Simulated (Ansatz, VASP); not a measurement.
Si: VASP beside Ansatz

File INCAR:

```
PREC     = Accurate       # precision mode
ENCUT    = 520            # plane-wave cutoff, eV
EDIFF    = 1E-6           # SCF threshold, eV
ISMEAR   = 0              # smearing method
SIGMA    = 0.02           # smearing width, eV
LREAL    = False          # projectors in reciprocal space
LASPH    = True           # aspherical terms in the spheres
NELM     = 100            # most SCF steps
ALGO     = Normal         # electronic algorithm
ISIF     = 2              # what is computed and relaxed
LWAVE    = False          # write WAVECAR
LCHARG   = False          # write CHGCAR
GGA      = PS             # functional
NBANDS   = 16             # bands
```

The input KPOINTS:

```
Automatic mesh
0
Gamma
  10 10 8
```

File POSCAR:

```
Si
1.0
    2.8799321064      2.8799321064      0.0000000000
   -2.8799321064      2.8799321064      0.0000000000
    0.0000000000      0.0000000000      5.7598642128
Si
4
Direct
    0.0000000000      0.5000000000      0.2500000000
    0.0000000000      0.0000000000      0.5000000000
    0.5000000000      0.0000000000      0.7500000000
    0.5000000000      0.5000000000      0.0000000000
```

Input for Ansatz:

```yaml
crystal:
  lattice:
    - [2.8799321064, 2.8799321064, 0.0]
    - [-2.8799321064, 2.8799321064, 0.0]
    - [0.0, 0.0, 5.7598642128]
  atoms:
    - { symbol: Si, position: [0.0, 0.5, 0.25] }
    - { symbol: Si, position: [0.0, 0.0, 0.5] }
    - { symbol: Si, position: [0.5, 0.0, 0.75] }
    - { symbol: Si, position: [0.5, 0.5, 0.0] }
basis:
  ecutwfc: 420
kpoints:
  mp_grid: { grid: [10, 10, 8] }
hamiltonian:
  xc: pbesol
scf:
  occupations: { method: gaussian, width: 0.02 }
output:
  forces: true
  stress: true
  eigenvalues: true
```

Change from the starting cell: equal strain along all axes, cell held, atoms relaxed: +6.0 %.

Alike in both runs: task single point; functional PBEsol; k mesh 10 × 10 × 8; occupations gaussian, width 0.02 eV; no spin polarisation.

|  | VASP | Ansatz |
| --- | --- | --- |
| version | VASP 6.6.1 | Ansatz 0.2.0 |
| potentials or method | VASP PAW PBE potentials, release 64 (Si), cutoff 520 eV | scalar-relativistic, plane waves, PAW |
| valence electrons in the cell | 16 | 16 |

```tsv
	VASP	Ansatz	Ansatz less VASP
gap on the k mesh at the Fermi level (eV)	0.73	0.73	+0.003
least direct gap on the mesh (eV)	0.88	0.88	+0.003
pressure (GPa)	-11.1	-11.2	-0.06
```

VASP's potentials were made for PBE, not for PBEsol.
